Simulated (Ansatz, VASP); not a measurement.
# InP in VASP and in Ansatz

```
In P
1.0
     0.00000    2.85500    2.79790
     2.85500    0.00000    2.79790
     2.85500    2.85500    0.00000
In P
1 1
Direct
  0.00000 0.00000 0.00000
  0.50000 0.50000 0.50000
```

Change from the starting cell: zz strain of -2 %, crystal datasets.

Alike in both runs: task electric field gradients; functional PBE; k mesh 11 × 11 × 11; occupations fermi-dirac, width 0.03 eV; no spin polarisation.

|  | VASP | Ansatz |
| --- | --- | --- |
| version | VASP 6.6.1 | Ansatz 0.2.0 |
| potentials or method | VASP PAW PBE potentials, release 64 (In_d, P), cutoff 520 eV | all-electron PAW with datasets made for the crystal, scalar-relativistic |

|  | VASP | Ansatz | Ansatz less VASP |
| --- | --- | --- | --- |
| pressure (GPa) | -4.4 | -4.3 | +0.03 |
| traceless stress, the component that is largest in VASP (GPa) | 1.27 | 1.28 | +0.005 |
| size of Vzz on the site where it differs most (V/Å²) | 19.3 | 18.9 | -0.38 |

Ansatz ran all-electron here, and VASP with PAW potentials.
